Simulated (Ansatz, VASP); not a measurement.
## CsPbBr3: VASP beside Ansatz

INCAR

```
SYSTEM = CsPbBr3
PREC = Accurate
ENCUT = 600
EDIFF = 1E-6
ISMEAR = 0
SIGMA = 0.02
LREAL = .False.
LASPH = .True.
NELM = 80
ALGO = Normal
ISIF = 3
LWAVE = .False.
LCHARG = .False.
GGA = PS
IBRION = 2
NSW = 100
EDIFFG = -0.005
```

KPOINTS

```
regular mesh
0
Gamma
  6 6 6
  0 0 0
```

POSCAR

```
CsPbBr3
1.0
    5.8700000000      0.0000000000      0.0000000000
    0.0000000000      5.8700000000      0.0000000000
    0.0000000000      0.0000000000      5.8700000000
Cs Pb Br
1 1 3
Direct
    0.0000000000      0.0000000000      0.0000000000
    0.5000000000      0.5000000000      0.5000000000
    0.0000000000      0.5000000000      0.5000000000
    0.5000000000      0.0000000000      0.5000000000
    0.5000000000      0.5000000000      0.0000000000
```

Input for Ansatz:

```yaml
crystal:
  lattice:
    - [5.87, 0.0, 0.0]
    - [0.0, 5.87, 0.0]
    - [0.0, 0.0, 5.87]
  atoms:
    - { symbol: Cs, position: [0.0, 0.0, 0.0] }
    - { symbol: Pb, position: [0.5, 0.5, 0.5] }
    - { symbol: Br, position: [0.0, 0.5, 0.5] }
    - { symbol: Br, position: [0.5, 0.0, 0.5] }
    - { symbol: Br, position: [0.5, 0.5, 0.0] }
basis:
  ecutwfc: 420
kpoints:
  mp_grid: { grid: [6, 6, 6] }
hamiltonian:
  xc: pbesol
scf:
  occupations: { method: gaussian, width: 0.02 }
output:
  forces: true
  stress: true
  eigenvalues: true
relax:
  adjacent_minimum: "off"
  f_tol: 0.005
  max_steps: 80
  cell: { stress_tol: 0.05 }
```

Alike in both runs: task relaxation of cell and atoms; functional PBEsol; k mesh 6 × 6 × 6; occupations gaussian, width 0.02 eV; no spin polarisation.

|  | VASP | Ansatz |
| --- | --- | --- |
| version | VASP 6.6.1 | Ansatz 0.2.0 |
| potentials or method | VASP PAW PBE potentials, release 64 (Cs_sv, Pb_d, Br), cutoff 600 eV | scalar-relativistic, plane waves, PAW |
| valence electrons in the cell | 44 | 44 |

```tsv
	VASP	Ansatz	Ansatz less VASP
gap on the k mesh at the Fermi level, each at its own relaxed structure (eV)	1.43	1.43	-0.006
relaxed volume (Å³/atom)	40.50	40.45	-0.048
relaxed cell length with the largest relative difference (Å)	5.872	5.870	-0.0023
```

VASP's potentials were made for PBE, not for PBEsol.

Spin-orbit coupling is off throughout.
